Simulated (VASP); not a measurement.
Ta: single point with r2SCAN

Ta:

```
CELL_PARAMETERS angstrom
0.00000 2.98886 2.98886
2.98886 0.00000 2.98886
2.98886 2.98886 0.00000
ATOMIC_POSITIONS crystal
Ta 0.12500 0.12500 0.12500
Ta 0.87500 0.87500 0.87500
```

This cell differs from its parent crystal: volume scaled by 0.96.

```
Program             : VASP 6.6.1
Task                : single point
Functional          : r2SCAN
Potentials or basis : VASP PAW PBE potentials, release 64 (Ta_pv)
Cutoff              : 520 eV
k mesh              : 10 × 10 × 10
Occupations         : fermi-dirac, width 0.1 eV
Spin                : no spin polarisation
```

The pressure is 3.4 GPa. The band gap on the k mesh is zero (band 11 reaches 2.76 eV, above the bottom of band 12 at 1.84 eV).

Levels at points of the mesh, in eV from the Fermi level:
```
           k point  band 7  band 8  band 9  band 10  band 11  band 12  band 13  band 14  band 15  band 16
(0.00, 0.00, 0.00)   -6.00   -1.10   -1.10    -0.37    -0.37    -0.37     2.24     2.24     2.24     6.58
(0.50, 0.00, 0.00)   -3.30   -1.36   -0.97    -0.97    -0.44    -0.44    -0.05     3.56     3.56     5.34
(0.50, 0.50, 0.00)   -2.20   -2.20   -0.97    -0.97    -0.33    -0.33     2.03     2.03     4.66     4.66
```

Wall time 100 s on 1 thread of Intel Xeon 6975P-C, with other jobs on the host, peak memory 0.2 GiB.

Caveat: the PAW data sets were made with another functional, which shifts forces and pressure a little; spin-orbit coupling is left out, which moves the levels of the heavy elements.
